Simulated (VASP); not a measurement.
# Ge (P6_3/mmc) in VASP: notebook

The runs below take Ge through single point, with r2SCAN.

All numbers are computed with VASP 6.6.1; they aren't measurements. Logs are shortened: lines on timing, memory, paths and dates and some standing lists are left out, and cuts for length are marked.

### 1 The cell of the first run

The structure is hexagonal, space group P6_3/mmc (No. 194). Conventional cell: a = 3.935 Å, b = 3.935 Å, c = 6.624 Å, α = 90.00°, β = 90.00°, γ = 120.00°. Within 3.2 Å of Ge (site symmetry 3m) lie 4 Ge at 2.43 to 2.46 Å.

This isn't the form of Ge at room conditions, which is diamond.

### 2 Single point, r2SCAN

The input, POSCAR:

```
Ge
1.0
    3.9347849441      0.0000000000      0.0000000000
   -1.9673924721      3.4076237200      0.0000000000
    0.0000000000      0.0000000000      6.6242689354
Ge
4
Direct
    0.3333333333      0.6666666667      0.0011500970
    0.6666666667      0.3333333333      0.5011500970
    0.3333333333      0.6666666667      0.3728499030
    0.6666666667      0.3333333333      0.8728499030
```

The input, INCAR.step1:

```
SYSTEM = Ge
ALGO     = Normal         ! electronic algorithm
EDIFF    = 1E-5           ! SCF threshold, eV
ENCUT    = 550            ! plane-wave cutoff, eV
GGA      = PE             ! functional
GGA_COMPAT= .False.      
ISMEAR   = 0              ! smearing method
LASPH    = .True.         ! aspherical terms in the spheres
LCHARG   = .False.        ! write CHGCAR
LREAL    = .False.        ! projectors in reciprocal space
LWAVE    = .True.         ! write WAVECAR
NBANDS   = 36             ! bands
NELM     = 120            ! most SCF steps
PREC     = Accurate       ! precision mode
SIGMA    = 0.01           ! smearing width, eV
```

The input, INCAR.step2:

```
SYSTEM = Ge
ALGO     = Normal         ! electronic algorithm
EDIFF    = 1E-6           ! SCF threshold, eV
ENCUT    = 550            ! plane-wave cutoff, eV
GGA_COMPAT= .False.      
ISIF     = 2              ! what is computed and relaxed
ISMEAR   = 0              ! smearing method
ISTART   = 1            
LASPH    = .True.         ! aspherical terms in the spheres
LCHARG   = .True.         ! write CHGCAR
LELF     = .True.         ! ELF
LMIXTAU  = .True.       
LREAL    = .False.        ! projectors in reciprocal space
LVHAR    = .True.       
LWAVE    = .False.        ! write WAVECAR
METAGGA  = R2SCAN         ! meta-GGA
NBANDS   = 36             ! bands
NELM     = 120            ! most SCF steps
PREC     = Accurate       ! precision mode
SIGMA    = 0.01           ! smearing width, eV
```

The input, KPOINTS:

```
k-points
0
Gamma
  9 9 6
  0 0 0
```

Potentials or basis: VASP PAW PBE potentials, release 64 (Ge_d).

Run with:

```
$ cat potpaw_PBE.64/Ge_d/POTCAR > POTCAR
$ cp INCAR.step1 INCAR
$ mpirun -np 1 vasp_std > vasp.out
$ cp INCAR.step2 INCAR
$ mpirun -np 1 vasp_std > vasp.out
```

OUTCAR:

```text
SYSTEM = Ge
   EDIFF = 1E-6
   ENCUT = 550
   ISIF = 2
   ISMEAR = 0
   ISTART = 1
   LASPH = .True.
   LREAL = .False.
   METAGGA = R2SCAN
   NELM = 120
   PREC = Accurate

 ion  position               nearest neighbor table
   1  0.333  0.667  0.001-   4 2.43   4 2.43   4 2.43   3 2.46
   2  0.667  0.333  0.501-   3 2.43   3 2.43   3 2.43   4 2.46
   3  0.333  0.667  0.373-   2 2.43   2 2.43   2 2.43   1 2.46
   4  0.667  0.333  0.873-   1 2.43   1 2.43   1 2.43   2 2.46

  LATTYP: Found a hexagonal cell.
 ALAT       =     3.9347849441
 C/A-ratio  =     1.6835148628

  Lattice vectors:

 A1 = (   3.9347849441,   0.0000000000,   0.0000000000)
 A2 = (  -1.9673924721,   3.4076237200,   0.0000000000)
 A3 = (   0.0000000000,   0.0000000000,   6.6242689354)

Analysis of symmetry for initial positions (statically):
=====================================================================
 Subroutine PRICEL returns:
 Original cell was already a primitive cell.

 Routine SETGRP: Setting up the symmetry group for a
 hexagonal supercell.

 Subroutine GETGRP returns: Found 24 space group operations
 (whereof  6 operations were pure point group operations)
 out of a pool of 24 trial point group operations.

The static configuration has the point symmetry C_3v.
 The point group associated with its full space group is D_6h.

Analysis of symmetry for dynamics (positions and initial velocities):
=====================================================================
 Subroutine PRICEL returns:
 Original cell was already a primitive cell.

 Routine SETGRP: Setting up the symmetry group for a
 hexagonal supercell.

 Subroutine GETGRP returns: Found 24 space group operations
 (whereof  6 operations were pure point group operations)
 out of a pool of 24 trial point group operations.

The dynamic configuration has the point symmetry C_3v.
 The point group associated with its full space group is D_6h.

 Subroutine INISYM returns: Found 24 space group operations
 (whereof  6 operations are pure point group operations),
 and found     1 'primitive' translations

----------------------------------------------------------------------------------------

                                     Primitive cell

  volume of cell :      88.8200

  direct lattice vectors                    reciprocal lattice vectors
     3.934784944  0.000000000  0.000000000     0.254143496  0.146729816  0.000000000
    -1.967392472  3.407623720  0.000000000     0.000000000  0.293459631  0.000000000
     0.000000000  0.000000000  6.624268935     0.000000000  0.000000000  0.150960055

  length of vectors
     3.934784944  3.934784944  6.624268935     0.293459631  0.293459631  0.150960055

  position of ions in fractional coordinates (direct lattice)
     0.333333333  0.666666667  0.001150097
     0.666666667  0.333333333  0.501150097
     0.333333333  0.666666667  0.372849903
     0.666666667  0.333333333  0.872849903

  ion indices of the primitive-cell ions
   primitive index   ion index
                 1           1
                 2           2
                 3           3
                 4           4

----------------------------------------------------------------------------------------

 KPOINTS: k-points

Automatic generation of k-mesh.
 Grid dimensions read from file:
 generate k-points for:    9    9    6

 Generating k-lattice:

  Cartesian coordinates                     Fractional coordinates (reciprocal lattice)
     0.028238166  0.016303313  0.000000000     0.111111111  0.000000000  0.000000000
     0.000000000  0.032606626  0.000000000     0.000000000  0.111111111  0.000000000
     0.000000000  0.000000000  0.025160009     0.000000000  0.000000000  0.166666667

  Length of vectors
     0.032606626  0.032606626  0.025160009

  Shift w.r.t. Gamma in fractional coordinates (k-lattice)
     0.000000000  0.000000000  0.000000000

 Subroutine IBZKPT returns following result:
 ===========================================

 Found     48 irreducible k-points:

 Following reciprocal coordinates:
            Coordinates               Weight
  0.000000  0.000000  0.000000      1.000000
  0.111111 -0.000000  0.000000      6.000000
  0.222222 -0.000000  0.000000      6.000000
  0.333333 -0.000000  0.000000      6.000000
  0.444444 -0.000000  0.000000      6.000000
  0.111111  0.111111  0.000000      6.000000
[... 16 lines left out ...]
  0.333333  0.222222  0.166667     24.000000
  0.333333  0.333333  0.166667      4.000000
 [... further k-points ...]
   k-points           NKPTS =     48   k-points in BZ     NKDIM =     48   number of bands    NBANDS=     36
   number of dos      NEDOS =    301   number of ions     NIONS =      4
   total plane-waves  NPLWV =  48600
   dimension x,y,z NGX =    30 NGY =   30 NGZ =   54
   dimension x,y,z NGXF=    60 NGYF=   60 NGZF=  108
   ions per type =               4
   NGX,Y,Z   is equivalent  to a cutoff of  12.68, 12.68, 13.55 a.u.
   NGXF,Y,Z  is equivalent  to a cutoff of  25.35, 25.35, 27.10 a.u.
 SYSTEM =  Ge
   PREC   = accura    normal or accurate (medium, high low for compatibility)
   ISTART =      1    job   : 0-new  1-cont  2-samecut
   ICHARG =      0    charge: 1-file 2-atom 10-const
   ISPIN  =      1    spin polarized calculation?
   LNONCOLLINEAR =      F non collinear calculations
   LSORBIT =      F    spin-orbit coupling
   LASPH  =      T    aspherical Exc in radial PAW
   ENCUT  =  550.0 eV  40.42 Ry    6.36 a.u.   7.52  7.52 12.67*2*pi/ulx,y,z
   NELM   =    120;   NELMIN=  2; NELMDL=  0     # of ELM steps
   EDIFF  = 0.1E-05   stopping-criterion for ELM
   LREAL  =      F    real-space projection
   EDIFFG = 0.1E-04   stopping-criterion for IOM
   NSW    =      0    number of steps for IOM
   IBRION =     -1    ionic relax: 0-MD 1-quasi-New 2-CG
   NFREE  =      0    steps in history (QN), initial steepest desc. (CG)
   ISIF   =      2    stress and relaxation
   ISYM   =      2    0-nonsym 1-usesym 2-fastsym
   POTIM  = 0.5000    time-step for ionic-motion
   TEBEG  =    0.0;   TEEND  =   0.0 temperature during run
   PSTRESS=    0.0 pullay stress
   NELECT =      56.0000    total number of electrons
   NUPDOWN=      -1.0000    fix difference up-down
   EMIN   =  10.00;   EMAX   =-10.00  energy-range for DOS
   EFERMI =   0.00;   METHOD = LEGACY
   ISMEAR =     0;   SIGMA  =   0.01  broadening in eV -4-tet -1-fermi 0-gaus
   EFERMI_NEDOS =   21; number of points for ismear=-14 and -15
   IALGO  =     38    algorithm
   IMIX   =      4    mixing-type and parameters
     AMIX     =   0.40;   BMIX     =  1.00
     AMIX_MAG =   1.60;   BMIX_MAG =  1.00
  volume/ion in A,a.u.               =      22.20       149.85
  Fermi-wavevector in a.u.,A,eV,Ry     =   1.403785  2.652769 26.811814  1.970613
  Thomas-Fermi vector in A             =   2.526412
   LORBIT       =      0    0 simple, 1 ext, 2 COOP (PROOUT), +10 PAW based schemes
   METAGGA = R2SCAN    functional components
   LHFCALC =     F    Hartree Fock is set to
   AEXX    =    0.0000 exact exchange contribution
   IVDW    =     0    specifies the selected vdW correction
   LEPSILON=     F    determine dielectric tensor
   LRPA    =     F    only Hartree local field effects (RPA)
 non-spin polarized calculation
 Gauss-broadening in eV      SIGMA  =   0.01
  energy-cutoff  :      550.00
  volume of cell :       88.82
 maximum number of plane-waves:      2642
 NGX is ok and might be reduce to    30
   NGX = 15   NGY = 15   NGZ = 25

 number of electron      56.0000021 magnetization

 Free energy of the ion-electron system (eV)
  ---------------------------------------------------
  ext. energy  EPLUGINS =         0.00000000
  ---------------------------------------------------
  free energy    TOTEN  =       -55.38866076 eV

  energy without entropy =      -55.38866076  energy(sigma->0) =      -55.38866076

 E-fermi :   5.3608     XC(G=0): -10.9179

 val. band max:        5.2299470712   @ k =   0.0000   0.0000   0.0000
 cond. band min:       5.5452359097   @ k =   0.4444  -0.0000   0.3333
 fundamental gap:      0.3152888385
 Fermi energy:         5.3607978596

 k-point     1 :       0.0000    0.0000    0.0000
  band No.  band energies     occupation
      1     -20.5755      2.00000
      2     -20.5755      2.00000
      3     -20.5330      2.00000
      4     -20.5330      2.00000
      5     -20.5171      2.00000
      6     -20.5147      2.00000
[... 28 lines left out ...]
     35       9.9508      0.00000
     36      11.8768      0.00000

 k-point     2 :       0.1111   -0.0000    0.0000
  band No.  band energies     occupation
      1     -20.5824      2.00000
      2     -20.5777      2.00000
      3     -20.5371      2.00000
      4     -20.5323      2.00000
      5     -20.5279      2.00000
      6     -20.5043      2.00000
[... 28 lines left out ...]
     35      10.5423      0.00000
     36      11.8320      0.00000

 k-point     3 :       0.2222   -0.0000    0.0000
  band No.  band energies     occupation
      1     -20.5907      2.00000
      2     -20.5812      2.00000
      3     -20.5444      2.00000
      4     -20.5430      2.00000
      5     -20.5276      2.00000
      6     -20.4906      2.00000
[... 28 lines left out ...]
     35      11.6810      0.00000
     36      11.9636      0.00000

 k-point     4 :       0.3333   -0.0000    0.0000
  band No.  band energies     occupation
      1     -20.5913      2.00000
      2     -20.5826      2.00000
      3     -20.5570      2.00000
      4     -20.5498      2.00000
      5     -20.5157      2.00000
      6     -20.4831      2.00000
[... 28 lines left out ...]
     35      12.4423      0.00000
     36      12.7693      0.00000

 k-point     5 :       0.4444   -0.0000    0.0000
  band No.  band energies     occupation
      1     -20.5852      2.00000
      2     -20.5826      2.00000
      3     -20.5691      2.00000
      4     -20.5523      2.00000
      5     -20.5011      2.00000
      6     -20.4808      2.00000
[... 655 lines left out ...]
 k-point    22 :       0.2222    0.2222    0.1667
  band No.  band energies     occupation
      1     -20.5916      2.00000
      2     -20.5844      2.00000
      3     -20.5666      2.00000
      4     -20.5584      2.00000
      5     -20.4970      2.00000
      6     -20.4648      2.00000
[... 28 lines left out ...]
     35      11.7286      0.00000
     36      12.0633      0.00000

 k-point    23 :       0.3333    0.2222    0.1667
  band No.  band energies     occupation
      1     -20.5944      2.00000
      2     -20.5798      2.00000
      3     -20.5726      2.00000
      4     -20.5691      2.00000
      5     -20.4743      2.00000
      6     -20.4437      2.00000
[... 28 lines left out ...]
     35      12.6912      0.00000
     36      13.1309      0.00000

 k-point    24 :       0.3333    0.3333    0.1667
  band No.  band energies     occupation
      1     -20.5976      2.00000
      2     -20.5770      2.00000
      3     -20.5756      2.00000
      4     -20.5756      2.00000
      5     -20.4528      2.00000
      6     -20.4528      2.00000
[... 28 lines left out ...]
     35      12.9029      0.00000
     36      12.9029      0.00000

 [... further k-points ...]
[... 5 lines left out ...]
  --------------------------------------------------------------------------------------
  -------------------------------------------------------------------------------------
  Total        1.7380390      1.7380390      0.0698009     -0.0000000     -0.0000000      0.0000000
  in kB       31.3515849     31.3515849      1.2591027     -0.0000000     -0.0000000      0.0000000
  external PRESSURE =      21.3207575 kB  Pullay stress =       0.0000000 kB

 VOLUME and BASIS-vectors are now :
 -----------------------------------------------------------------------------
  energy-cutoff  :      550.00
  volume of cell :       88.82
      direct lattice vectors                 reciprocal lattice vectors
     3.934784944  0.000000000  0.000000000     0.254143496  0.146729816  0.000000000
    -1.967392472  3.407623720  0.000000000     0.000000000  0.293459631  0.000000000
     0.000000000  0.000000000  6.624268935     0.000000000  0.000000000  0.150960055

 POSITION                                       TOTAL-FORCE (eV/Angst)
 -----------------------------------------------------------------------------------
     -0.00000      2.27175      0.00762        -0.000000      0.000000      0.002023
      1.96739      1.13587      3.31975        -0.000000     -0.000000      0.002023
     -0.00000      2.27175      2.46986         0.000000      0.000000     -0.002023
      1.96739      1.13587      5.78199         0.000000      0.000000     -0.002023
 -----------------------------------------------------------------------------------
    total drift:                               -0.000000      0.000000     -0.000714

  FREE ENERGIE OF THE ION-ELECTRON SYSTEM (eV)
  ---------------------------------------------------
  free  energy   TOTEN  =       -55.3886607601 eV

  energy  without entropy=      -55.3886607601  energy(sigma->0) =      -55.38866076
```

Run time: 10 min. Hardware: 1 thread of Oxide Virtual Turin-like, shared host; peak memory 0.26 GiB.

Results:

```
Free energy            : -55.3887 eV
Pressure               : 2.1 GPa
Band gap on the k mesh : 0.32 eV (least direct gap 0.34 eV)
```

Forces on the atoms (eV/Å):
```
Ge   0.000  0.000  0.002
Ge   0.000  0.000  0.002
Ge   0.000  0.000 -0.002
Ge   0.000  0.000 -0.002
```

Levels at points of the mesh, in eV from the valence-band top:
```tsv
k point	band 24	band 25	band 26	band 27	band 28	band 29	band 30	band 31	band 32	band 33
(0.00, 0.00, 0.00)	-1.67	-1.67	-0.47	0.00	0.00	0.34	0.35	2.33	2.33	2.72
(0.00, 0.00, 0.50)	-5.27	-1.01	-1.01	-1.01	-1.01	1.09	1.09	3.50	3.50	3.50
```

Caveat: the PAW data sets were made with another functional, which shifts forces and pressure a little.

[end of part 1 of 2]
